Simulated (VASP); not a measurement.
The system is Be2Se.

```
Be Se
1.0
     3.55000    0.00000    0.00000
     0.00000    3.55000    0.00000
     0.00000    0.00000    9.90000
Be Se
6 3
Direct
  0.50000 0.00000 0.61800
  0.00000 0.00000 0.50000
  0.00000 0.50000 0.38200
  0.50000 0.50000 0.50000
  0.50000 0.00000 0.12800
  0.00000 0.50000 0.87200
  0.50000 0.50000 0.74300
  0.50000 0.50000 0.25700
  0.00000 0.00000 0.00000
```

| Quantity | Value |
| --- | --- |
| Program | VASP 6.6.1 |
| Task | relaxation of cell and atoms |
| Functional | PBE |
| Potentials or basis | VASP PAW PBE potentials, release 64 (Be, Se) |
| Cutoff | 600 eV |
| k mesh | 5 × 5 × 2 |
| Occupations | gaussian, width 0.2 eV |
| Spin | no spin polarisation |

At the start: pressure 6.9 GPa; volume 13.86 Å³/atom.

Q: Where does the relaxation end?

A: Over 9 steps the energy falls by 71.4 meV/atom and the volume is 15.03 Å³/atom (+8.4 %); space group P-4m2 (No. 115, to 0.05 Å).

Step by step:
```tsv
step	energy change (eV)	largest force (eV/Å)	pressure (GPa)	volume (Å³)
1	0.0000	0.4285	6.91	124.76
2	-0.2671	0.3373	-0.18	135.86
3	-0.2680	0.3469	-0.59	136.67
4	-0.3092	0.4078	-0.50	136.50
5	-0.4358	0.5338	-0.25	135.87
6	-0.5852	0.3771	0.50	134.09
7	-0.6220	0.1626	-0.12	135.60
8	-0.6233	0.2054	-0.24	135.93
9	-0.6425	0.0335	0.22	135.28
```

Final structure:
```
CELL_PARAMETERS angstrom
3.46026 0.00000 0.00000
0.00000 3.46026 0.00000
0.00000 0.00000 11.29822
ATOMIC_POSITIONS crystal
Be 0.50000 0.00000 0.64243
Be 0.00000 0.00000 0.50000
Be 0.00000 0.50000 0.35757
Be 0.50000 0.50000 0.50000
Be 0.50000 0.00000 0.11965
Be 0.00000 0.50000 0.88035
Se 0.50000 0.50000 0.76034
Se 0.50000 0.50000 0.23966
Se 0.00000 0.00000 0.00000
```

Caveat: the relaxation stopped at a loose force limit of 0.08 eV/Å, so its end isn't a converged minimum.
